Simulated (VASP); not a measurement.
# C (Fd-3m) in VASP: further runs, part 2 of 2

VASP 6.6.1.

### 3 Single point, PBE

This run uses another cell than the first one, of 5.26 Å³/atom, 0.964 times its volume.

INCAR reads:

```
SYSTEM = C
PREC = Accurate
ENCUT = 600
EDIFF = 1E-6
ISMEAR = -1
SIGMA = 0.05
LREAL = .False.
LASPH = .True.
NELM = 120
ALGO = Normal
ISIF = 2
LWAVE = .False.
LCHARG = .False.
GGA = PE
NBANDS = 11
GGA_COMPAT = .False.
```

KPOINTS reads:

```
Automatic mesh
0
Gamma
  10 10 10
  0 0 0
```

POSCAR reads:

```
C
1.0
    0.0000000000      1.7389999864      1.7389999864
    1.7389999864      0.0000000000      1.7389999864
    1.7389999864      1.7389999864      0.0000000000
C
2
Direct
    0.0000000000      0.0000000000      0.0000000000
    0.2500000000      0.2500000000      0.2500000000
```

Potentials or basis: VASP PAW PBE potentials, release 64 (C).

Run with:

```bash
cat potpaw_PBE.64/C/POTCAR > POTCAR
mpirun -np 1 vasp_std > vasp.out
```

OUTCAR:

```text
SYSTEM = C
   PREC = Accurate
   ENCUT = 600
   EDIFF = 1E-6
   ISMEAR = -1
   LREAL = .False.
   LASPH = .True.
   NELM = 120
   ISIF = 2
   GGA = PE

 ion  position               nearest neighbor table
   1  0.000  0.000  0.000-   2 1.51   2 1.51   2 1.51   2 1.51
   2  0.250  0.250  0.250-   1 1.51   1 1.51   1 1.51   1 1.51

  LATTYP: Found a face centered cubic cell.
 ALAT       =     3.4779999728

  Lattice vectors:

 A1 = (   0.0000000000,   1.7389999864,   1.7389999864)
 A2 = (   1.7389999864,   0.0000000000,   1.7389999864)
 A3 = (   1.7389999864,   1.7389999864,   0.0000000000)

Analysis of symmetry for initial positions (statically):
=====================================================================
 Subroutine PRICEL returns:
 Original cell was already a primitive cell.

 Routine SETGRP: Setting up the symmetry group for a
 face centered cubic supercell.

 Subroutine GETGRP returns: Found 48 space group operations
 (whereof 24 operations were pure point group operations)
 out of a pool of 48 trial point group operations.

The static configuration has the point symmetry T_d .
 The point group associated with its full space group is O_h .
[... 172 lines left out ...]
      3      10.8532      2.00000
      4      10.8532      2.00000
      5      16.6522      0.00000
      6      16.6522      0.00000
      7      16.6522      0.00000
      8      25.9591      0.00000
      9      31.1468      0.00000
     10      38.2374      0.00000
     11      38.2374      0.00000
[... 309 lines left out ...]
 k-point    24 :       0.4000    0.3000    0.0000
  band No.  band energies     occupation
      1      -6.8252      2.00000
      2       2.5059      2.00000
      3       4.4350      2.00000
      4       5.0881      2.00000
      5      15.8495      0.00000
      6      19.1531      0.00000
      7      25.8275      0.00000
      8      25.9609      0.00000
      9      34.1202      0.00000
     10      34.9725      0.00000
     11      42.8036      0.00000

 [... further k-points ...]

------------------------ aborting loop because EDIFF is reached ----------------------------------------

  FORCE on cell =-STRESS in cart. coord.  units (eV):
  Direction    XX          YY          ZZ          XY          YZ          ZX
  --------------------------------------------------------------------------------------
  -------------------------------------------------------------------------------------
  Total        2.6345071      2.6345071      2.6345071     -0.0000000     -0.0000000      0.0000000
  in kB      401.3111484    401.3111484    401.3111484     -0.0000000     -0.0000000      0.0000000
  external PRESSURE =     401.3111484 kB  Pullay stress =       0.0000000 kB

 VOLUME and BASIS-vectors are now :
 -----------------------------------------------------------------------------
  energy-cutoff  :      600.00
  volume of cell :       10.52
      direct lattice vectors                 reciprocal lattice vectors
     0.000000000  1.738999986  1.738999986    -0.287521566  0.287521566  0.287521566
     1.738999986  0.000000000  1.738999986     0.287521566 -0.287521566  0.287521566
     1.738999986  1.738999986  0.000000000     0.287521566  0.287521566 -0.287521566

 POSITION                                       TOTAL-FORCE (eV/Angst)
 -----------------------------------------------------------------------------------
      0.00000      0.00000      0.00000        -0.000000      0.000000      0.000000
      0.86950      0.86950      0.86950         0.000000     -0.000000     -0.000000
 -----------------------------------------------------------------------------------
    total drift:                                0.000000      0.000000      0.000000

  FREE ENERGIE OF THE ION-ELECTRON SYSTEM (eV)
  ---------------------------------------------------
  free  energy   TOTEN  =       -18.0835305713 eV

  energy  without entropy=      -18.0835305713  energy(sigma->0) =      -18.08353057
```

It used 4.7 s of CPU time on 1 thread of AMD EPYC 9R45 (Zen 5) (shared host).

Results:

```
Free energy            : -18.0835 eV
Pressure               : 40.1 GPa
Band gap on the k mesh : 4.33 eV, indirect (least direct gap 5.80 eV)
```

### 4 Single point, PBE

This run uses another cell than the first one, of 5.09 Å³/atom, 0.932 times its volume.

INCAR reads:

```
SYSTEM = C
ALGO     = Normal         ! electronic algorithm
EDIFF    = 1E-6           ! SCF threshold, eV
ENCUT    = 600            ! plane-wave cutoff, eV
GGA      = PE             ! functional
GGA_COMPAT= .False.      
ISIF     = 2              ! what is computed and relaxed
ISMEAR   = -1             ! smearing method
LASPH    = .True.         ! aspherical terms in the spheres
LCHARG   = .False.        ! write CHGCAR
LREAL    = .False.        ! projectors in reciprocal space
LWAVE    = .False.        ! write WAVECAR
NBANDS   = 11             ! bands
NELM     = 120            ! most SCF steps
PREC     = Accurate       ! precision mode
SIGMA    = 0.05           ! smearing width, eV
```

KPOINTS reads:

```
k-points
0
Gamma
  10 10 10
  0 0 0
```

POSCAR reads:

```
C
1.0
    0.0000000000      1.7200091046      1.7200091046
    1.7200091046      0.0000000000      1.7200091046
    1.7200091046      1.7200091046      0.0000000000
C
2
Direct
    0.0000000000      0.0000000000      0.0000000000
    0.2500000000      0.2500000000      0.2500000000
```

Run with:

```bash
cat potpaw_PBE.64/C/POTCAR > POTCAR
mpirun -np 1 vasp_std > vasp.out
```

Wall time 8 s (1 thread of AMD EPYC 9R45 (Zen 5), shared host); peak memory 0.08 GiB.

Results (log left out):

```
Free energy            : -17.9753 eV
Pressure               : 60.2 GPa
Band gap on the k mesh : 4.41 eV, indirect (least direct gap 5.89 eV)
```

Levels at points of the mesh, in eV from the valence-band top:
```csv
k point,band 1,band 2,band 3,band 4,band 5,band 6,band 7,band 8
"(0.00, 0.00, 0.00)",-22.99,0.00,0.00,0.00,5.89,5.89,5.89,15.90
"(0.50, 0.00, 0.00)",-16.56,-14.64,-3.09,-3.09,8.91,8.91,10.37,16.67
"(0.50, 0.50, 0.00)",-13.57,-13.57,-6.99,-6.99,4.98,4.98,18.52,18.52
```

### 5 Overview

| cell | gap on the mesh (eV) | pressure (GPa) |
| --- | --- | --- |
| a = 2.490 Å, angles 60.0°, 2 atoms | 4.25 | 20.0 |
| a = 2.459 Å, angles 60.0°, 2 atoms | 4.33 | 40.1 |
| a = 2.432 Å, angles 60.0°, 2 atoms | 4.41 | 60.2 |

Alike in all rows: task single point; level PBE; potentials or basis VASP PAW PBE potentials, release 64 (C); no spin polarisation; k mesh 10 × 10 × 10; cutoff (eV) 600; smearing fermi-dirac 0.05 eV.

Total energies depend on the potentials used, so only differences within one code and one set of settings carry meaning.
